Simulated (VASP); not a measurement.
# Au (P6_3/mmc) in VASP: notebook, part 2 of 2

VASP 6.6.1. The steps go on from the part before.

## (3) Single point, revPBE (volume scaled by 1.12)

The input, INCAR:

```
ALGO = Normal
EDIFF = 1E-6
ENCUT = 520
GGA = RE
ISIF = 2
ISMEAR = -1
LASPH = True
LCHARG = False
LREAL = False
LWAVE = False
NBANDS = 18
NELM = 60
PREC = Accurate
SIGMA = 0.1
```

The input, KPOINTS:

```
k-points
0
Gamma
  14 14 7
```

The input, POSCAR:

```
Au
1.0
    3.0479982429      0.0000000000      0.0000000000
   -1.5239991214      2.6396439090      0.0000000000
    0.0000000000      0.0000000000      5.1124219711
Au
2
Direct
    0.3333333333      0.6666666667      0.2500000000
    0.6666666667      0.3333333333      0.7500000000
```

Potentials or basis: VASP PAW PBE potentials, release 64 (Au).

On the command line:

```console
$ cat potpaw_PBE.64/Au/POTCAR > POTCAR
$ mpirun -np 1 vasp_std > vasp.out
```

OUTCAR:

```text
EDIFF = 1E-6
   ENCUT = 520
   GGA = RE
   ISIF = 2
   ISMEAR = -1
   LASPH = True
   LREAL = False
   NELM = 60
   PREC = Accurate

 ion  position               nearest neighbor table
   1  0.333  0.667  0.250-   2 3.10   2 3.10   2 3.10   2 3.10   2 3.10   2 3.10
   2  0.667  0.333  0.750-   1 3.10   1 3.10   1 3.10   1 3.10   1 3.10   1 3.10

  LATTYP: Found a hexagonal cell.
 ALAT       =     3.0479982429
 C/A-ratio  =     1.6773047632

  Lattice vectors:

 A1 = (   3.0479982429,   0.0000000000,   0.0000000000)
 A2 = (  -1.5239991214,   2.6396439090,   0.0000000000)
 A3 = (   0.0000000000,   0.0000000000,   5.1124219711)

Analysis of symmetry for initial positions (statically):
=====================================================================
 Subroutine PRICEL returns:
 Original cell was already a primitive cell.

 Routine SETGRP: Setting up the symmetry group for a
 hexagonal supercell.

 Subroutine GETGRP returns: Found 24 space group operations
 (whereof 12 operations were pure point group operations)
 out of a pool of 24 trial point group operations.

The static configuration has the point symmetry D_3d.
 The point group associated with its full space group is D_6h.

Analysis of symmetry for dynamics (positions and initial velocities):
=====================================================================
 Subroutine PRICEL returns:
 Original cell was already a primitive cell.

 Routine SETGRP: Setting up the symmetry group for a
 hexagonal supercell.

 Subroutine GETGRP returns: Found 24 space group operations
 (whereof 12 operations were pure point group operations)
 out of a pool of 24 trial point group operations.

[... 106 lines left out ...]
   NFREE  =      0    steps in history (QN), initial steepest desc. (CG)
   ISIF   =      2    stress and relaxation
   ISYM   =      2    0-nonsym 1-usesym 2-fastsym
   POTIM  = 0.5000    time-step for ionic-motion
   TEBEG  =    0.0;   TEEND  =   0.0 temperature during run
   PSTRESS=    0.0 pullay stress
   NELECT =      22.0000    total number of electrons
   NUPDOWN=      -1.0000    fix difference up-down
   EMIN   =  10.00;   EMAX   =-10.00  energy-range for DOS
   EFERMI =   0.00;   METHOD = LEGACY
   ISMEAR =    -1;   SIGMA  =   0.10  broadening in eV -4-tet -1-fermi 0-gaus
   EFERMI_NEDOS =   21; number of points for ismear=-14 and -15
   IALGO  =     38    algorithm
   IMIX   =      4    mixing-type and parameters
     AMIX     =   0.40;   BMIX     =  1.00
     AMIX_MAG =   1.60;   BMIX_MAG =  1.00
  volume/ion in A,a.u.               =      20.57       138.79
  Fermi-wavevector in a.u.,A,eV,Ry     =   1.328883  2.511225 24.026944  1.765931
  Thomas-Fermi vector in A             =   2.458087
   LORBIT       =      0    0 simple, 1 ext, 2 COOP (PROOUT), +10 PAW based schemes
   GGA     = RE    functional components
   LHFCALC =     F    Hartree Fock is set to
   AEXX    =    0.0000 exact exchange contribution
   IVDW    =     0    specifies the selected vdW correction
   LEPSILON=     F    determine dielectric tensor
   LRPA    =     F    only Hartree local field effects (RPA)
 non-spin polarized calculation
  energy-cutoff  :      520.00
  volume of cell :       41.13
 maximum number of plane-waves:      1123
 NGX is ok and might be reduce to    24
   NGX = 11   NGY = 11   NGZ = 19

 number of electron      21.9999999 magnetization

 Free energy of the ion-electron system (eV)
  ---------------------------------------------------
  ext. energy  EPLUGINS =         0.00000000
  ---------------------------------------------------
  free energy    TOTEN  =        -5.31194095 eV

  energy without entropy =       -5.28692798  energy(sigma->0) =       -5.29943446

 E-fermi :   6.7426     XC(G=0): -11.5346

 val. band max:        6.7424811522   @ k =   0.2143   0.2143   0.4286
 cond. band min:       6.7466254796   @ k =   0.4286   0.0714   0.0000
 fundamental gap:      0.0041443275
 Fermi energy:         6.7426334127

 k-point     1 :       0.0000    0.0000    0.0000
  band No.  band energies     occupation
      1      -1.2729      2.00000
      2       0.8851      2.00000
      3       2.8013      2.00000
      4       3.0066      2.00000
      5       3.0066      2.00000
      6       3.2254      2.00000
[... 481 lines left out ...]
      5       2.8909      2.00000
      6       2.9946      2.00000
[... 10 lines left out ...]
     17      16.5496      0.00000
     18      16.8535      0.00000

 [... further k-points ...]
[... 5 lines left out ...]
  --------------------------------------------------------------------------------------
  -------------------------------------------------------------------------------------
  Total       -2.5577320     -2.5577320     -2.5166645     -0.0000000     -0.0000000      0.0000000
  in kB      -99.6274171    -99.6274171    -98.0277777     -0.0000000     -0.0000000      0.0000000
  external PRESSURE =     -99.0942040 kB  Pullay stress =       0.0000000 kB

 VOLUME and BASIS-vectors are now :
 -----------------------------------------------------------------------------
  energy-cutoff  :      520.00
  volume of cell :       41.13
      direct lattice vectors                 reciprocal lattice vectors
     3.047998243  0.000000000  0.000000000     0.328084179  0.189419489  0.000000000
    -1.523999121  2.639643909  0.000000000     0.000000000  0.378838978  0.000000000
     0.000000000  0.000000000  5.112421971     0.000000000  0.000000000  0.195602007

 POSITION                                       TOTAL-FORCE (eV/Angst)
 -----------------------------------------------------------------------------------
     -0.00000      1.75976      1.27811        -0.000000      0.000000      0.000000
      1.52400      0.87988      3.83432         0.000000      0.000000      0.000000
 -----------------------------------------------------------------------------------
    total drift:                                0.000000     -0.000000      0.000000

  FREE ENERGIE OF THE ION-ELECTRON SYSTEM (eV)
  ---------------------------------------------------
  free  energy   TOTEN  =        -5.3119409523 eV

  energy  without entropy=       -5.2869279761  energy(sigma->0) =       -5.29943446
```

stdout:

```text
POSCAR found type information on POSCAR Au
 POSCAR found :  1 types and       2 ions
 scaLAPACK will be used
 -----------------------------------------------------------------------------
|                                                                             |
|                                                                             |
|     You enforced a specific xc type in the INCAR file but a different       |
|     I HOPE YOU KNOW WHAT YOU ARE DOING!                                     |
|                                                                             |
 -----------------------------------------------------------------------------

 LDA part: xc-table for (Slater+PW92), standard interpolation
 POSCAR, INCAR and KPOINTS ok, starting setup
 FFT: planning ... GRIDC
 FFT: planning ... GRID_SOFT
 FFT: planning ... GRID
 WAVECAR not read
 entering main loop
```

Wall time 16 s (1 thread of Intel Xeon 6975P-C (Granite Rapids), shared host); peak memory 0.2 GiB.

Results:

| Property | Result |
| --- | --- |
| Free energy | -5.3119 eV |
| Pressure | -9.9 GPa |
| Band gap on the k mesh | zero (band 11 reaches 9.56 eV, above the bottom of band 12 at 4.47 eV) |

Levels at points of the mesh, in eV from the Fermi level:
```csv
k point,band 7,band 8,band 9,band 10,band 11,band 12,band 13,band 14,band 15,band 16
"(0.00, 0.00, 0.00)",-3.52,-3.02,-3.02,-2.04,-2.04,-0.27,1.87,14.54,15.44,16.40
"(0.50, 0.00, 0.00)",-2.94,-1.88,-1.82,-1.69,0.39,1.15,5.32,6.09,6.71,9.77
```

Caveat: the PAW data sets were made with another functional, which shifts forces and pressure a little; spin-orbit coupling is left out, which moves the levels of the heavy elements.
